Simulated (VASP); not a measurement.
# Zn2InO (P-4m2) in VASP: further runs, part 2 of 2

VASP 6.6.1. The steps go on from the part before.

### 3 Single point, PBE (18.12 Å³/atom)

This run uses another cell than the first one, of 18.12 Å³/atom.

Input file INCAR:

```
PREC = Accurate
ENCUT = 520
EDIFF = 1E-6
ISMEAR = 0
SIGMA = 0.1
LREAL = False
LASPH = True
NELM = 80
ALGO = Normal
ISIF = 2
LWAVE = False
LCHARG = True
GGA = PE
LELF = True
LVHAR = True
NBANDS = 30
```

Input file KPOINTS:

```
Automatic mesh
0
Gamma
  14 14 8
```

Input file POSCAR:

```
Zn2InO
1.0
    3.2468491695      0.0000000000      0.0000000000
    0.0000000000      3.2468491695      0.0000000000
    0.0000000000      0.0000000000      6.8743465691
Zn In O
2 1 1
Direct
    0.5000000000      0.0000000000      0.8252677609
    0.0000000000      0.5000000000      0.1747322391
    0.5000000000      0.5000000000      0.5000000000
    0.0000000000      0.0000000000      0.0000000000
```

Potentials or basis: VASP PAW PBE potentials, release 64 (Zn, In_d, O).

Started as:

```
> cat potpaw_PBE.64/Zn/POTCAR potpaw_PBE.64/In_d/POTCAR potpaw_PBE.64/O/POTCAR > POTCAR
> mpirun -np 1 vasp_std > vasp.out
```

OUTCAR:

```text
PREC = Accurate
   ENCUT = 520
   EDIFF = 1E-6
   ISMEAR = 0
   LREAL = False
   LASPH = True
   NELM = 80
   ISIF = 2
   GGA = PE

 ion  position               nearest neighbor table
   1  0.500  0.000  0.825-   4 2.02   4 2.02   3 2.76   3 2.76
   2  0.000  0.500  0.175-   4 2.02   4 2.02   3 2.76   3 2.76
   3  0.500  0.500  0.500-   1 2.76   2 2.76   1 2.76   2 2.76
   4  0.000  0.000  0.000-   1 2.02   2 2.02   2 2.02   1 2.02

  LATTYP: Found a simple tetragonal cell.
 ALAT       =     3.2468491695
 C/A-ratio  =     2.1172361912

  Lattice vectors:

 A1 = (   3.2468491695,   0.0000000000,   0.0000000000)
 A2 = (   0.0000000000,   3.2468491695,   0.0000000000)
 A3 = (   0.0000000000,   0.0000000000,   6.8743465691)

Analysis of symmetry for initial positions (statically):
=====================================================================
 Subroutine PRICEL returns:
 Original cell was already a primitive cell.

 Routine SETGRP: Setting up the symmetry group for a
 simple tetragonal supercell.

 Subroutine GETGRP returns: Found  8 space group operations
 (whereof  8 operations were pure point group operations)
 out of a pool of 16 trial point group operations.

The static configuration has the point symmetry D_2d.

Analysis of symmetry for dynamics (positions and initial velocities):
=====================================================================
 Subroutine PRICEL returns:
 Original cell was already a primitive cell.

 Routine SETGRP: Setting up the symmetry group for a
 simple tetragonal supercell.

 Subroutine GETGRP returns: Found  8 space group operations
 (whereof  8 operations were pure point group operations)
 out of a pool of 16 trial point group operations.

The dynamic configuration has the point symmetry D_2d.

 Subroutine INISYM returns: Found  8 space group operations
 (whereof  8 operations are pure point group operations),
 and found     1 'primitive' translations

----------------------------------------------------------------------------------------

                                     Primitive cell

  volume of cell :      72.4696

  direct lattice vectors                    reciprocal lattice vectors
     3.246849169  0.000000000  0.000000000     0.307990901  0.000000000  0.000000000
     0.000000000  3.246849169  0.000000000     0.000000000  0.307990901  0.000000000
     0.000000000  0.000000000  6.874346569     0.000000000  0.000000000  0.145468371

  length of vectors
     3.246849169  3.246849169  6.874346569     0.307990901  0.307990901  0.145468371

  position of ions in fractional coordinates (direct lattice)
     0.500000000  0.000000000  0.825267761
     0.000000000  0.500000000  0.174732239
     0.500000000  0.500000000  0.500000000
     0.000000000  0.000000000  0.000000000

  ion indices of the primitive-cell ions
   primitive index   ion index
                 1           1
                 2           2
                 3           3
                 4           4

----------------------------------------------------------------------------------------

 KPOINTS: Automatic mesh

Automatic generation of k-mesh.
 Grid dimensions read from file:
 generate k-points for:   14   14    8

 Generating k-lattice:

  Cartesian coordinates                     Fractional coordinates (reciprocal lattice)
     0.021999350  0.000000000  0.000000000     0.071428571  0.000000000  0.000000000
     0.000000000  0.021999350  0.000000000     0.000000000  0.071428571  0.000000000
     0.000000000  0.000000000  0.018183546     0.000000000  0.000000000  0.125000000

  Length of vectors
     0.021999350  0.021999350  0.018183546

  Shift w.r.t. Gamma in fractional coordinates (k-lattice)
     0.000000000  0.000000000  0.000000000

 Subroutine IBZKPT returns following result:
 ===========================================

 Found    180 irreducible k-points:

 Following reciprocal coordinates:
            Coordinates               Weight
  0.000000  0.000000  0.000000      1.000000
  0.071429  0.000000  0.000000      4.000000
  0.142857  0.000000  0.000000      4.000000
  0.214286  0.000000  0.000000      4.000000
  0.285714  0.000000  0.000000      4.000000
  0.357143  0.000000  0.000000      4.000000
[... 16 lines left out ...]
  0.285714  0.214286  0.000000      8.000000
  0.357143  0.214286  0.000000      8.000000
 [... further k-points ...]
   k-points           NKPTS =    180   k-points in BZ     NKDIM =    180   number of bands    NBANDS=     30
   number of dos      NEDOS =    301   number of ions     NIONS =      4
   total plane-waves  NPLWV =  31104
   dimension x,y,z NGX =    24 NGY =   24 NGZ =   54
   dimension x,y,z NGXF=    48 NGYF=   48 NGZF=  108
   ions per type =               2   1   1
   NGX,Y,Z   is equivalent  to a cutoff of  12.29, 12.29, 13.06 a.u.
   NGXF,Y,Z  is equivalent  to a cutoff of  24.58, 24.58, 26.12 a.u.
 SYSTEM =  unknown system
   PREC   = accura    normal or accurate (medium, high low for compatibility)
   ISTART =      0    job   : 0-new  1-cont  2-samecut
   ICHARG =      2    charge: 1-file 2-atom 10-const
   ISPIN  =      1    spin polarized calculation?
   LNONCOLLINEAR =      F non collinear calculations
   LSORBIT =      F    spin-orbit coupling
   LASPH  =      T    aspherical Exc in radial PAW
   ENCUT  =  520.0 eV  38.22 Ry    6.18 a.u.   6.04  6.04 12.78*2*pi/ulx,y,z
   NELM   =     80;   NELMIN=  2; NELMDL= -5     # of ELM steps
   EDIFF  = 0.1E-05   stopping-criterion for ELM
   LREAL  =      F    real-space projection
   EDIFFG = 0.1E-04   stopping-criterion for IOM
   NSW    =      0    number of steps for IOM
   IBRION =     -1    ionic relax: 0-MD 1-quasi-New 2-CG
   NFREE  =      0    steps in history (QN), initial steepest desc. (CG)
   ISIF   =      2    stress and relaxation
   ISYM   =      2    0-nonsym 1-usesym 2-fastsym
   POTIM  = 0.5000    time-step for ionic-motion
   TEBEG  =    0.0;   TEEND  =   0.0 temperature during run
   PSTRESS=    0.0 pullay stress
   NELECT =      43.0000    total number of electrons
   NUPDOWN=      -1.0000    fix difference up-down
   EMIN   =  10.00;   EMAX   =-10.00  energy-range for DOS
   EFERMI =   0.00;   METHOD = LEGACY
   ISMEAR =     0;   SIGMA  =   0.10  broadening in eV -4-tet -1-fermi 0-gaus
   EFERMI_NEDOS =   21; number of points for ismear=-14 and -15
   IALGO  =     38    algorithm
   IMIX   =      4    mixing-type and parameters
     AMIX     =   0.40;   BMIX     =  1.00
     AMIX_MAG =   1.60;   BMIX_MAG =  1.00
  volume/ion in A,a.u.               =      18.12       122.26
  Fermi-wavevector in a.u.,A,eV,Ry     =   1.375664  2.599628 25.748372  1.892452
  Thomas-Fermi vector in A             =   2.500979
   LORBIT       =      0    0 simple, 1 ext, 2 COOP (PROOUT), +10 PAW based schemes
   GGA     = PE    functional components
   LHFCALC =     F    Hartree Fock is set to
   AEXX    =    0.0000 exact exchange contribution
   IVDW    =     0    specifies the selected vdW correction
   LEPSILON=     F    determine dielectric tensor
   LRPA    =     F    only Hartree local field effects (RPA)
 non-spin polarized calculation
 Gauss-broadening in eV      SIGMA  =   0.10
  energy-cutoff  :      520.00
  volume of cell :       72.47
 maximum number of plane-waves:      1980
   NGX = 13   NGY = 13   NGZ = 25

 number of electron      43.0000002 magnetization

 Free energy of the ion-electron system (eV)
  ---------------------------------------------------
  ext. energy  EPLUGINS =         0.00000000
  ---------------------------------------------------
  free energy    TOTEN  =       -12.06329994 eV

  energy without entropy =      -12.05783447  energy(sigma->0) =      -12.06056721

 E-fermi :   3.6890     XC(G=0): -10.2297

 val. band max:        3.6808862176   @ k =   0.3571   0.2143   0.3750
 cond. band min:       3.6927184762   @ k =   0.5000   0.5000   0.3750
 fundamental gap:      0.0118322586
 Fermi energy:         3.6890256807

 k-point     1 :       0.0000    0.0000    0.0000
  band No.  band energies     occupation
      1     -15.3117      2.00000
      2     -10.9512      2.00000
      3     -10.7123      2.00000
      4     -10.5400      2.00000
      5     -10.5400      2.00000
      6     -10.4972      2.00000
[... 22 lines left out ...]
     29      12.9295      0.00000
     30      13.8389      0.00000
[... 728 lines left out ...]
  band No.  band energies     occupation
      1     -15.0340      2.00000
      2     -10.6789      2.00000
      3     -10.6669      2.00000
      4     -10.6587      2.00000
      5     -10.5929      2.00000
      6     -10.5334      2.00000
[... 22 lines left out ...]
     29      12.3759      0.00000
     30      13.0865      0.00000

 [... further k-points ...]
[... 5 lines left out ...]
  --------------------------------------------------------------------------------------
  -------------------------------------------------------------------------------------
  Total       -0.6044673     -0.6044673     -0.6164505      0.0000000     -0.0000000     -0.0000000
  in kB      -13.3637315    -13.3637315    -13.6286605      0.0000000     -0.0000000     -0.0000000
  external PRESSURE =     -13.4520411 kB  Pullay stress =       0.0000000 kB

 VOLUME and BASIS-vectors are now :
 -----------------------------------------------------------------------------
  energy-cutoff  :      520.00
  volume of cell :       72.47
      direct lattice vectors                 reciprocal lattice vectors
     3.246849169  0.000000000  0.000000000     0.307990901  0.000000000  0.000000000
     0.000000000  3.246849169  0.000000000     0.000000000  0.307990901  0.000000000
     0.000000000  0.000000000  6.874346569     0.000000000  0.000000000  0.145468371

 POSITION                                       TOTAL-FORCE (eV/Angst)
 -----------------------------------------------------------------------------------
      1.62342      0.00000      5.67318        -0.000000      0.000000     -0.062211
      0.00000      1.62342      1.20117         0.000000      0.000000      0.062211
      1.62342      1.62342      3.43717         0.000000     -0.000000     -0.000000
      0.00000      0.00000      0.00000         0.000000      0.000000     -0.000000
 -----------------------------------------------------------------------------------
    total drift:                                0.000000      0.000000      0.000000

  FREE ENERGIE OF THE ION-ELECTRON SYSTEM (eV)
  ---------------------------------------------------
  free  energy   TOTEN  =       -12.0632999391 eV

  energy  without entropy=      -12.0578344744  energy(sigma->0) =      -12.06056721
```

OSZICAR:

```text
N       E                     dE             d eps       ncg     rms          rms(c)
DAV:   1     0.334247925262E+03    0.33425E+03   -0.20406E+04 10816   0.200E+03
DAV:   2     0.234748671455E+02   -0.31077E+03   -0.29650E+03 10908   0.423E+02
DAV:   3    -0.126691019048E+02   -0.36144E+02   -0.35514E+02 12366   0.144E+02
DAV:   4    -0.139543049384E+02   -0.12852E+01   -0.12819E+01 12182   0.271E+01
DAV:   5    -0.139816910723E+02   -0.27386E-01   -0.27384E-01 14124   0.415E+00    0.100E+01
DAV:   6    -0.120569634156E+02    0.19247E+01   -0.66137E+00 19040   0.406E+01    0.593E+00
DAV:   7    -0.120898242918E+02   -0.32861E-01   -0.20052E+00 11258   0.971E+00    0.359E+00
DAV:   8    -0.120821950617E+02    0.76292E-02   -0.42631E-01 14220   0.427E+00    0.125E+00
DAV:   9    -0.120619564441E+02    0.20239E-01   -0.10915E-01 15686   0.335E+00    0.162E-01
DAV:  10    -0.120631481713E+02   -0.11917E-02   -0.14913E-02 11238   0.809E-01    0.871E-02
DAV:  11    -0.120632940849E+02   -0.14591E-03   -0.10142E-03 12596   0.205E-01    0.510E-02
DAV:  12    -0.120633077310E+02   -0.13646E-04   -0.90828E-05 12950   0.145E-01    0.378E-02
DAV:  13    -0.120632994282E+02    0.83029E-05   -0.56609E-05 15400   0.118E-01    0.629E-03
DAV:  14    -0.120632999391E+02   -0.51095E-06   -0.99992E-06 15582   0.271E-02
   1 F= -.12063300E+02 E0= -.12060567E+02  d E =-.546546E-02
```

stdout:

```text
POSCAR found type information on POSCAR ZnInO
 POSCAR found :  3 types and       4 ions
 scaLAPACK will be used
 LDA part: xc-table for (Slater+PW92), standard interpolation
 POSCAR, INCAR and KPOINTS ok, starting setup
 FFT: planning ... GRIDC
 FFT: planning ... GRID_SOFT
 FFT: planning ... GRID
 WAVECAR not read
 entering main loop
```

Run time: 1.8 min. Hardware: 1 thread of Intel Xeon 6975P-C (Granite Rapids), shared host; peak memory 0.46 GiB.

What came out:

```
Free energy            : -12.0633 eV
Pressure               : -1.3 GPa
Largest force          : 0.062 eV/Å
Band gap on the k mesh : zero (an odd number of electrons rules out a gap without spin polarisation)
```

Forces in eV/Å, atoms in the order of the input:
```
Zn   0.000  0.000 -0.062
Zn   0.000  0.000  0.062
In   0.000  0.000  0.000
O    0.000  0.000  0.000
```

Levels at points of the mesh, in eV from the Fermi level:
```tsv
k point	band 19	band 20	band 21	band 22	band 23	band 24	band 25	band 26
(0.00, 0.00, 0.00)	-2.83	-2.83	-1.42	-0.78	6.23	6.36	6.36	7.12
(0.50, 0.00, 0.00)	-4.02	-2.91	-2.52	-1.48	2.59	3.45	3.89	7.98
(0.50, 0.50, 0.00)	-4.10	-2.00	-0.67	-0.67	1.33	2.94	3.25	3.93
(0.00, 0.00, 0.50)	-3.72	-2.81	-2.81	1.87	2.99	6.14	6.14	9.16
(0.50, 0.00, 0.50)	-4.71	-2.52	-2.00	-0.40	0.87	3.29	5.84	6.67
(0.50, 0.50, 0.50)	-4.12	-1.55	-0.78	-0.78	-0.19	4.03	4.39	4.39
```

Caveat: spin-orbit coupling is left out, which moves the levels of the heavy elements; an odd number of electrons without spin polarisation forces a metal; a magnetic or distorted state may lie lower.
